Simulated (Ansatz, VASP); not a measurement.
## Two plane-wave programs on HfH2

```
CELL_PARAMETERS angstrom
-1.73900 1.73900 2.18050
1.73900 -1.73900 2.18050
1.73900 1.73900 -2.18050
ATOMIC_POSITIONS crystal
Hf 0.00000 0.00000 0.00000
H 0.75000 0.25000 0.50000
H 0.25000 0.75000 0.50000
```

Alike in both runs: task electric field gradients; functional LDA; k mesh 12 × 12 × 12; occupations fermi-dirac, width 0.03 eV; no spin polarisation.

|  | VASP | Ansatz |
| --- | --- | --- |
| version | VASP 6.6.1 | Ansatz 0.2.0 |
| potentials or method | VASP PAW LDA potentials, release 64 (Hf_pv, H) | PAW with Ansatz's default frozen-core files, scalar-relativistic |
| plane-wave cutoff (eV) | 520 | 420 |
| valence electrons in the cell | 12 | 28 |

VASP gave:

```
pressure (GPa)                                                : -8.5
traceless stress, the component that is largest in VASP (GPa) : -0.70
size of Vzz on the site where it differs most (V/Å²)          : 26.4
```

What did Ansatz give for the same quantities?

Pressure (GPa): -8.4; traceless stress, the component that is largest in VASP (GPa): -0.71; size of Vzz on the site where it differs most (V/Å²): 33.0.

LDA's correlation is that of Perdew and Zunger in VASP and of Perdew and Wang (1992) in Ansatz. VASP's potentials hold 12 valence electrons a cell and Ansatz's 28, so a difference there can come from the potentials and not from the codes.

Spin-orbit coupling is off throughout.
